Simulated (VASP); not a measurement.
## PtSe2 (Sudovikovite): single point with PBE

Crystal: PtSe2 (Sudovikovite).

```
Pt Se
1.0
     3.72400    0.00000    0.00000
    -1.86200    3.22508    0.00000
     0.00000    0.00000    5.06200
Pt Se
1 2
Direct
  0.00000 0.00000 0.00000
  0.33333 0.66667 0.25000
  0.66667 0.33333 0.75000
```

```json
{
  "Program": "VASP 6.6.1",
  "Task": "single point",
  "Functional": "PBE",
  "Potentials or basis": "VASP PAW PBE potentials, release 64 (Pt, Se)",
  "Cutoff": "520 eV",
  "k mesh": "9 × 9 × 6",
  "Occupations": "fermi-dirac, width 0.1 eV",
  "Spin": "no spin polarisation"
}
```

```yaml
Pressure: 7.3 GPa
Largest_force: 0.582 eV/Å
Band_gap_on_the_k_mesh: zero (band 11 reaches 6.94 eV, above the bottom of band 12 at 6.56 eV)
```

Forces in eV/Å, atoms in the order of the input:
```
Pt   0.000  0.000  0.000
Se   0.000  0.000  0.582
Se   0.000  0.000 -0.582
```

Stress tensor (GPa, compression positive):
```
8.02 0.00 0.00
0.00 8.02 0.00
0.00 0.00 5.92
```

Levels at points of the mesh, in eV from the Fermi level:
| k point | band 8 | band 9 | band 10 | band 11 | band 12 | band 13 | band 14 | band 15 |
| --- | --- | --- | --- | --- | --- | --- | --- | --- |
| (0.00, 0.00, 0.00) | -2.57 | -1.05 | -1.05 | 0.42 | 1.48 | 1.48 | 3.63 | 4.23 |
| (0.00, 0.00, 0.50) | -2.94 | -1.69 | -1.49 | -1.49 | 2.33 | 2.33 | 4.82 | 6.35 |

Run time: 45 s on 1 thread of AMD EPYC 7R13 Processor (Zen 3), on a shared host, peak memory 0.19 GiB.

Caveat: spin-orbit coupling is left out, which moves the levels of the heavy elements.
